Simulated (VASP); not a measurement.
Runs of VASP 6.6.1 on C. The structure is that of space group R-3m (No. 166), or close to it. The cells are those of the table. 

```tsv
task	cell	k mesh	smearing	gap on the mesh (eV)	pressure (GPa)	largest force (eV/Å)
electric field gradients	a = 3.607 Å, angles 40.0°, 2 atoms	17 × 17 × 17	fermi-dirac 0.03 eV	0.34	0.7	0.86
single point	a = 3.695 Å, angles 39.5°, 2 atoms	17 × 17 × 17	fermi-dirac 0.03 eV	0.39	-8.2	0.89
single point	a = 3.607 Å, angles 40.0°, 2 atoms	17 × 17 × 17	fermi-dirac 0.03 eV	0.34	0.7	0.86
electric field gradients	a = 3.635 Å, angles 39.5°, 2 atoms	17 × 17 × 17	fermi-dirac 0.03 eV	0.09	5.2	1.50
electric field gradients	a = 3.635 Å, angles 39.5°, 2 atoms	24 × 24 × 24	fermi-dirac 0.03 eV	(b)	4.8	0.87
single point	a = 3.635 Å, angles 39.5°, 2 atoms	8 × 8 × 8	fermi-dirac 0.03 eV	1.42	4.8	0.87
single point	a = 3.665 Å, angles 39.5°, 2 atoms	17 × 17 × 17	fermi-dirac 0.03 eV	0.39	(a)	0.88
single point	a = 3.604 Å, angles 39.5°, 2 atoms	17 × 17 × 17	fermi-dirac 0.03 eV	0.39	12.5	0.86
single point	a = 3.573 Å, angles 39.5°, 2 atoms	17 × 17 × 17	fermi-dirac 0.03 eV	0.39	21.1	0.84
single point	a = 3.635 Å, angles 39.5°, 2 atoms	5 × 5 × 5	fermi-dirac 0.03 eV	2.48	4.9	0.87
single point	a = 3.635 Å, angles 39.5°, 2 atoms	8 × 8 × 8	gaussian 0.001 eV	1.42	4.8	0.87
```

Alike in all rows: level PBE; potentials or basis VASP PAW PBE potentials, release 64 (C); no spin polarisation; cutoff (eV) 520.

Task: Fill in the values left out.

Result: (a) -2.1; (b) 0.58.

Caveats: some runs use coarse meshes; forces of over 1 eV/Å act on the atoms, so gaps and moduli don't describe the material at rest (some runs).

A k mesh can miss the band edges.
